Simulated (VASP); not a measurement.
# WC (P-6m2) in VASP: further runs

The runs below take WC through single point, relaxation of shape and atoms at fixed volume, with r2SCAN.

Everything below comes from runs of VASP 6.6.1. Logs are shortened: lines on timing, memory, paths and dates and some standing lists are left out, and cuts for length are marked.

### 1 The cell of the first run

The structure is hexagonal, space group P-6m2 (No. 187). The conventional cell has a = 2.974 Å, b = 2.974 Å, c = 2.882 Å, α = 90.00°, β = 90.00°, γ = 120.00°. Within 3.0 Å of W (site symmetry -6m2) lie 6 C at 2.24 Å and 8 W at 2.88 to 2.97 Å. C (site symmetry -6m2) has 6 W at 2.24 Å and 8 C at 2.88 to 2.97 Å within 3.0 Å.

### 2 Single point, r2SCAN (volume scaled by 1.06, then relaxed in part)

Input file POSCAR:

```
WC
1.0
    2.9741876819      0.0000000000      0.0000000000
   -1.4870938409      2.5757220881      0.0000000000
    0.0000000000      0.0000000000      2.8820688237
W C
1 1
Direct
    0.0000000000      0.0000000000      0.0000000000
    0.6666666667      0.3333333333      0.5000000000
```

Input file INCAR.step1:

```
PREC = Accurate
ENCUT = 520
ISMEAR = 0
SIGMA = 0.1
LREAL = False
LASPH = True
NELM = 80
NBANDS = 16
GGA = PE
ALGO = Normal
EDIFF = 1E-4
LWAVE = True
LCHARG = False
```

Input file INCAR.step2:

```
PREC = Accurate
ENCUT = 520
EDIFF = 1E-7
ISMEAR = 0
SIGMA = 0.1
LREAL = False
LASPH = True
NELM = 80
ALGO = Normal
ISIF = 2
LWAVE = False
LCHARG = False
METAGGA = R2SCAN
LMIXTAU = True
NBANDS = 16
ISTART = 1
```

Input file KPOINTS:

```
Automatic mesh
0
Gamma
  18 18 14
```

Potentials or basis: VASP PAW PBE potentials, release 64 (W_sv, C).

Started as:

```bash
> cat potpaw_PBE.64/W_sv/POTCAR potpaw_PBE.64/C/POTCAR > POTCAR
> cp INCAR.step1 INCAR
> mpirun -np 1 vasp_std > vasp.out
> cp INCAR.step2 INCAR
> mpirun -np 1 vasp_std > vasp.out
```

OUTCAR:

```text
PREC = Accurate
   ENCUT = 520
   EDIFF = 1E-7
   ISMEAR = 0
   LREAL = False
   LASPH = True
   NELM = 80
   ISIF = 2
   METAGGA = R2SCAN
   ISTART = 1

 ion  position               nearest neighbor table
   1  0.000  0.000  0.000-   2 2.24   2 2.24   2 2.24   2 2.24   2 2.24   2 2.24
   2  0.667  0.333  0.500-   1 2.24   1 2.24   1 2.24   1 2.24   1 2.24   1 2.24

  LATTYP: Found a hexagonal cell.
 ALAT       =     2.9741876819
 C/A-ratio  =     0.9690272209

  Lattice vectors:

 A1 = (   2.9741876819,   0.0000000000,   0.0000000000)
 A2 = (  -1.4870938409,   2.5757220881,   0.0000000000)
 A3 = (   0.0000000000,   0.0000000000,   2.8820688237)

Analysis of symmetry for initial positions (statically):
=====================================================================
 Subroutine PRICEL returns:
 Original cell was already a primitive cell.

 Routine SETGRP: Setting up the symmetry group for a
 hexagonal supercell.

 Subroutine GETGRP returns: Found 12 space group operations
 (whereof 12 operations were pure point group operations)
 out of a pool of 24 trial point group operations.

The static configuration has the point symmetry D_3h.

Analysis of symmetry for dynamics (positions and initial velocities):
=====================================================================
 Subroutine PRICEL returns:
 Original cell was already a primitive cell.

 Routine SETGRP: Setting up the symmetry group for a
 hexagonal supercell.

 Subroutine GETGRP returns: Found 12 space group operations
 (whereof 12 operations were pure point group operations)
 out of a pool of 24 trial point group operations.

The dynamic configuration has the point symmetry D_3h.

 Subroutine INISYM returns: Found 12 space group operations
 (whereof 12 operations are pure point group operations),
 and found     1 'primitive' translations

----------------------------------------------------------------------------------------

                                     Primitive cell

  volume of cell :      22.0786

  direct lattice vectors                    reciprocal lattice vectors
     2.974187682  0.000000000  0.000000000     0.336226260  0.194120322  0.000000000
    -1.487093841  2.575722088  0.000000000     0.000000000  0.388240643  0.000000000
     0.000000000  0.000000000  2.882068824     0.000000000  0.000000000  0.346972977

  length of vectors
     2.974187682  2.974187682  2.882068824     0.388240643  0.388240643  0.346972977

  position of ions in fractional coordinates (direct lattice)
     0.000000000  0.000000000  0.000000000
[... 80 lines left out ...]
   EDIFFG = 0.1E-05   stopping-criterion for IOM
   NSW    =      0    number of steps for IOM
   IBRION =     -1    ionic relax: 0-MD 1-quasi-New 2-CG
   NFREE  =      0    steps in history (QN), initial steepest desc. (CG)
   ISIF   =      2    stress and relaxation
   ISYM   =      2    0-nonsym 1-usesym 2-fastsym
   POTIM  = 0.5000    time-step for ionic-motion
   TEBEG  =    0.0;   TEEND  =   0.0 temperature during run
   PSTRESS=    0.0 pullay stress
   NELECT =      18.0000    total number of electrons
   NUPDOWN=      -1.0000    fix difference up-down
   EMIN   =  10.00;   EMAX   =-10.00  energy-range for DOS
   EFERMI =   0.00;   METHOD = LEGACY
   ISMEAR =     0;   SIGMA  =   0.10  broadening in eV -4-tet -1-fermi 0-gaus
   EFERMI_NEDOS =   21; number of points for ismear=-14 and -15
   IALGO  =     38    algorithm
   IMIX   =      4    mixing-type and parameters
     AMIX     =   0.40;   BMIX     =  1.00
     AMIX_MAG =   1.60;   BMIX_MAG =  1.00
  volume/ion in A,a.u.               =      11.04        74.50
  Fermi-wavevector in a.u.,A,eV,Ry     =   1.529355  2.890063 31.823047  2.338928
  Thomas-Fermi vector in A             =   2.636988
   LORBIT       =      0    0 simple, 1 ext, 2 COOP (PROOUT), +10 PAW based schemes
   METAGGA = R2SCAN    functional components
   LHFCALC =     F    Hartree Fock is set to
   AEXX    =    0.0000 exact exchange contribution
   IVDW    =     0    specifies the selected vdW correction
   LEPSILON=     F    determine dielectric tensor
   LRPA    =     F    only Hartree local field effects (RPA)
 non-spin polarized calculation
 Gauss-broadening in eV      SIGMA  =   0.10
  energy-cutoff  :      520.00
  volume of cell :       22.08
 maximum number of plane-waves:       617
 NGX is ok and might be reduce to    24
   NGX = 11   NGY = 11   NGZ = 11

 number of electron      17.9999999 magnetization

 Free energy of the ion-electron system (eV)
  ---------------------------------------------------
  ext. energy  EPLUGINS =         0.00000000
  ---------------------------------------------------
  free energy    TOTEN  =       -61.54241884 eV

  energy without entropy =      -61.54096448  energy(sigma->0) =      -61.54169166

 E-fermi :  10.0854     XC(G=0): -14.5757

 val. band max:       10.0594323280   @ k =   0.0556   0.0556   0.3571
 cond. band min:      10.0913944373   @ k =   0.0556   0.0000   0.2857
 fundamental gap:      0.0319621092
 Fermi energy:        10.0853726824

 k-point     1 :       0.0000    0.0000    0.0000
  band No.  band energies     occupation
      1     -65.9850      2.00000
      2     -29.2795      2.00000
      3     -29.2136      2.00000
      4     -29.2136      2.00000
      5      -4.6598      2.00000
      6       5.9692      2.00000
[... 433 lines left out ...]
      3     -29.4179      2.00000
      4     -29.1892      2.00000
      5      -1.4674      2.00000
      6       3.2444      2.00000
[... 8 lines left out ...]
     15      23.9365      0.00000
     16      27.8199      0.00000

 [... further k-points ...]

------------------------ aborting loop because EDIFF is reached ----------------------------------------

  FORCE on cell =-STRESS in cart. coord.  units (eV):
  Direction    XX          YY          ZZ          XY          YZ          ZX
  --------------------------------------------------------------------------------------
  -------------------------------------------------------------------------------------
  Total       -2.6495505     -2.6495505     -2.6120818     -0.0000000     -0.0000000      0.0000000
  in kB     -192.2697938   -192.2697938   -189.5508077     -0.0000000     -0.0000000      0.0000000
  external PRESSURE =    -191.3634651 kB  Pullay stress =       0.0000000 kB

 VOLUME and BASIS-vectors are now :
 -----------------------------------------------------------------------------
  energy-cutoff  :      520.00
  volume of cell :       22.08
      direct lattice vectors                 reciprocal lattice vectors
     2.974187682  0.000000000  0.000000000     0.336226260  0.194120322  0.000000000
    -1.487093841  2.575722088  0.000000000     0.000000000  0.388240643  0.000000000
     0.000000000  0.000000000  2.882068824     0.000000000  0.000000000  0.346972977

 POSITION                                       TOTAL-FORCE (eV/Angst)
 -----------------------------------------------------------------------------------
      0.00000      0.00000      0.00000        -0.000000      0.000000      0.000000
      1.48709      0.85857      1.44103         0.000000      0.000000      0.000000
 -----------------------------------------------------------------------------------
    total drift:                                0.000000     -0.000000      0.000000

  FREE ENERGIE OF THE ION-ELECTRON SYSTEM (eV)
  ---------------------------------------------------
  free  energy   TOTEN  =       -61.5424188377 eV

  energy  without entropy=      -61.5409644833  energy(sigma->0) =      -61.54169166
```

OUTCAR.step1:

```text
PREC = Accurate
   ENCUT = 520
   ISMEAR = 0
   LREAL = False
   LASPH = True
[... 679 lines left out ...]
      0.00000      0.00000      0.00000         0.000000     -0.000000      0.000000
      1.48709      0.85857      1.44103        -0.000000      0.000000      0.000000
 -----------------------------------------------------------------------------------
    total drift:                               -0.000000      0.000000      0.000000

  FREE ENERGIE OF THE ION-ELECTRON SYSTEM (eV)
  ---------------------------------------------------
  free  energy   TOTEN  =       -22.4010934499 eV

  energy  without entropy=      -22.3995196240  energy(sigma->0) =      -22.40030654
```

OSZICAR.step1:

```text
N       E                     dE             d eps       ncg     rms          rms(c)
DAV:   1     0.111782616257E+03    0.11178E+03   -0.93635E+03  9472   0.124E+03
DAV:   2    -0.221179552626E+02   -0.13390E+03   -0.12936E+03 11320   0.336E+02
DAV:   3    -0.254935970098E+02   -0.33756E+01   -0.33640E+01 10576   0.507E+01
DAV:   4    -0.255126634270E+02   -0.19066E-01   -0.19065E-01 12352   0.431E+00
DAV:   5    -0.255128170823E+02   -0.15366E-03   -0.15366E-03 10528   0.368E-01    0.287E+01
DAV:   6    -0.225154768850E+02    0.29973E+01   -0.61161E+00 11528   0.260E+01    0.688E+00
DAV:   7    -0.224313686426E+02    0.84108E-01   -0.49651E-01 10096   0.538E+00    0.544E+00
DAV:   8    -0.224023921399E+02    0.28977E-01   -0.86525E-02 10584   0.255E+00    0.985E-01
DAV:   9    -0.224011842933E+02    0.12078E-02   -0.34743E-03 10264   0.509E-01    0.138E-01
DAV:  10    -0.224010934499E+02    0.90843E-04   -0.34669E-04 11616   0.206E-01
   1 F= -.22401093E+02 E0= -.22400307E+02  d E =-.157383E-02
```

It took 1.8 min on 1 thread of Intel Xeon 6975P-C (Granite Rapids), shared host; peak memory 0.23 GiB.

Results:

| Item | Value |
| --- | --- |
| Free energy | -61.5424 eV |
| Pressure | -19.1 GPa |
| Band gap on the k mesh | zero (band 9 reaches 10.88 eV, above the bottom of band 10 at 9.60 eV) |

Stress tensor (GPa, compression positive):
```
-19.23   0.00   0.00
  0.00 -19.23   0.00
  0.00   0.00 -18.96
```

Caveat: the cell differs from its parent crystal (volume scaled by 1.06, then relaxed in part); the PAW data sets were made with another functional, which shifts forces and pressure a little; spin-orbit coupling is left out, which moves the levels of the heavy elements.

### 3 Relaxation of shape and atoms at fixed volume, r2SCAN (volume scaled by 0.94)

Input file POSCAR:

```
WC
1.0
    2.8502366387      0.0000000000      0.0000000000
   -1.4251183194      2.4683773359      0.0000000000
    0.0000000000      0.0000000000      2.7829233211
W C
1 1
Direct
    0.0000000000      0.0000000000      0.0000000000
    0.6666666667      0.3333333333      0.5000000000
```

Input file INCAR.step1:

```
  ALGO = Normal
  EDIFF = 1E-4
  ENCUT = 600
  GGA = PE
  ISMEAR = 0
  LASPH = True
  LCHARG = False
  LREAL = False
  LWAVE = True
  NELM = 80
  PREC = Accurate
  SIGMA = 0.1
```

Input file INCAR.step2:

```
  ALGO = Normal
  EDIFF = 1E-7
  EDIFFG = -0.01
  ENCUT = 600
  IBRION = 2
  ISIF = 4
  ISMEAR = 0
  ISTART = 1
  LASPH = True
  LCHARG = False
  LMIXTAU = True
  LREAL = False
  LWAVE = False
  METAGGA = R2SCAN
  NELM = 80
  NSW = 50
  PREC = Accurate
  SIGMA = 0.1
```

Input file KPOINTS:

```
k-points
0
Gamma
  18 18 14
```

Potentials or basis: VASP PAW PBE potentials, release 64 (W_sv, C).

Started as:

```bash
> cat potpaw_PBE.64/W_sv/POTCAR potpaw_PBE.64/C/POTCAR > POTCAR
> cp INCAR.step1 INCAR
> mpirun -np 1 vasp_std > vasp.out
> cp INCAR.step2 INCAR
> mpirun -np 1 vasp_std > vasp.out
```

It took 7.4 min on 1 thread of Intel Xeon Platinum 8259CL at 2.50GHz (Skylake/Cascade Lake), shared host; peak memory 0.23 GiB.

Results (log left out):

```
Free energy               : -61.4930 eV
Energy gained by relaxing : 0.2 meV/atom
Ionic steps               : 3
Pressure after relaxing   : 30.6 GPa
Band gap on the k mesh    : zero (band 9 reaches 12.52 eV, above the bottom of band 10 at 11.16 eV)
```

Step by step:
```csv
step,energy change (eV),largest force (eV/Å),pressure (GPa),volume (Å³)
1,0.0000,0.0000,30.74,19.58
2,0.0005,0.0000,30.39,19.58
3,-0.0003,0.0000,30.60,19.58
```

Final structure:
```xyz
2
Lattice="2.8474 0.0000 0.0000 -1.4237 2.4660 0.0000 0.0000 0.0000 2.7884" Properties=species:S:1:pos:R:3 pbc="T T T"
W     0.0000    0.0000    2.7884
C     1.4237    0.8220    1.3942
```

Levels at points of the mesh, in eV from the Fermi level:
```
           k point  band 5  band 6  band 7  band 8  band 9  band 10  band 11  band 12  band 13
(0.00, 0.00, 0.00)  -15.71   -4.86   -3.72   -3.72    0.08     3.69     3.69     6.29     6.29
(0.50, 0.00, 0.00)  -12.09   -7.61   -4.08   -3.99   -0.51     2.67     5.14     5.57     7.64
(0.00, 0.00, 0.50)  -11.24   -9.41   -2.23   -2.23   -0.66    -0.66     4.01     5.02     5.02
(0.50, 0.00, 0.50)  -12.45   -7.12   -4.79   -4.52    0.35     5.03     5.94     7.55    10.32
```

Caveat: the cell differs from its parent crystal (volume scaled by 0.94); the PAW data sets were made with another functional, which shifts forces and pressure a little; spin-orbit coupling is left out, which moves the levels of the heavy elements.
